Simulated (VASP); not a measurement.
Here is a VASP 6.6.1 calculation.

Contents of INCAR:

```
SYSTEM = S
  ALGO = Normal
  EDIFF = 1E-7
  ENCUT = 520
  ISIF = 2
  ISMEAR = -1
  LASPH = .True.
  LCHARG = .False.
  LREAL = .False.
  LWAVE = .False.
  NBANDS = 13
  NELM = 60
  PREC = Accurate
  SIGMA = 0.05
```

The input KPOINTS:

```
k-points
0
Gamma
  13 13 13
  0 0 0
```

File POSCAR:

```
S
1.0
    0.0000000000      2.5595206534      2.5595206534
    2.5595206534      0.0000000000      2.5595206534
    2.5595206534      2.5595206534      0.0000000000
S
2
Direct
   -0.1250000000     -0.1250000000     -0.1250000000
    0.1250000000      0.1250000000      0.1250000000
```

Potentials or basis: VASP PAW LDA potentials, release 64 (S).

Command:

```console
$ cat potpaw_LDA.64/S/POTCAR > POTCAR
$ mpirun -np 1 vasp_std > vasp.out
```

Question: Estimate the band gap on the k mesh.

Answer: Zero (band 6 reaches 8.86 eV, above the bottom of band 7 at 6.04 eV).

Question: Estimate the pressure.

Answer: 23.3 GPa.
